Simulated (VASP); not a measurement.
A run of VASP 6.6.1:

File INCAR:

```
ALGO = Normal
EDIFF = 1E-6
ENCUT = 520
GGA = PE
ISIF = 2
ISMEAR = -1
LASPH = T
LCHARG = F
LREAL = Auto
LWAVE = F
NBANDS = 124
NELM = 100
PREC = Accurate
SIGMA = 0.05
```

File KPOINTS:

```
k-points
0
Gamma
  2 2 2
```

POSCAR

```
Nb16Cu
1.0
    6.6000000000      0.0000000000      0.0000000000
    0.0000000000      6.6000000000      0.0000000000
    0.0000000000      0.0000000000      6.6000000000
Nb Cu
16 1
Direct
   -0.0151818182      0.1059242424      0.0032575758
    0.4933636364      0.1072575758      0.0104545455
   -0.0562272727      0.6043484848      0.0207121212
   -0.0219090909      0.1171818182      0.5164393939
    0.2110757576      0.3340151515      0.2615454545
    0.4276818182      0.5746818182      0.0639393939
    0.4722121212      0.0975757576      0.5291060606
    0.6955757576      0.3445454545      0.2748787879
   -0.0602272727      0.6107272727      0.5045151515
    0.1953939394      0.8459545455      0.2579242424
    0.2497727273      0.3595909091      0.7636060606
    0.4370909091      0.5766060606      0.4529090909
    0.6788484848      0.8443030303      0.2515606061
    0.7364545455      0.3353333333      0.7866363636
    0.2096969697      0.8621363636      0.7601363636
    0.7818181818      0.9104393939      0.7341969697
    0.5475606061      0.6659242424      0.7726212121
```

Potentials or basis: VASP PAW PBE potentials, release 64 (Nb_sv, Cu).

The run is started by

```console
$ cat potpaw_PBE.64/Nb_sv/POTCAR potpaw_PBE.64/Cu/POTCAR > POTCAR
$ mpirun -np 1 vasp_std > vasp.out
```

Hardware: 1 thread of Oxide Virtual Turin-like Processor, on a shared host.

Q: How long does it take, and how much memory?

A: Run time: 25 min on 1 thread of Oxide Virtual Turin-like Processor, with other jobs on the host, peak memory 0.43 GiB. Counts: scf iterations 21, k points 8.
